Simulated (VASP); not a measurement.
SnTe (zincblende type), 2 atoms in the cell. The structure is cubic, space group F-43m (No. 216). The conventional cell has a = 5.730 Å, b = 5.730 Å, c = 5.730 Å, α = 90.00°, β = 90.00°, γ = 90.00°. Sn (site symmetry -43m) has 4 Te at 2.48 Å within 3.3 Å. Te (site symmetry -43m) has 4 Sn at 2.48 Å within 3.3 Å. 

* Program: VASP 6.6.1
* Task: single point
* Functional: LDA
* Potentials or basis: VASP PAW LDA potentials, release 64 (Sn_d, Te)
* Cutoff: 520 eV
* k mesh: 12 × 12 × 12
* Occupations: fermi-dirac, width 0.1 eV
* Spin: no spin polarisation
* Dipole correction: no
* Further INCAR settings: ALGO = Normal; EDIFF = 1e-07; NBANDS = 17

Potentials or basis: VASP PAW LDA potentials, release 64 (Sn_d, Te).

The run is started by

```sh
$ cat potpaw_LDA.64/Sn_d/POTCAR potpaw_LDA.64/Te/POTCAR > POTCAR
$ mpirun -np 1 vasp_std > vasp.out
```

Hardware: 1 thread of Intel Xeon 8259CL, with other jobs on the host.

Problem. Estimate the wall time of this run.

Solution. Run time: 63 s on 1 thread of Intel Xeon 8259CL (shared host), peak memory 0.19 GiB. Counts: scf iterations 12, k points 72.
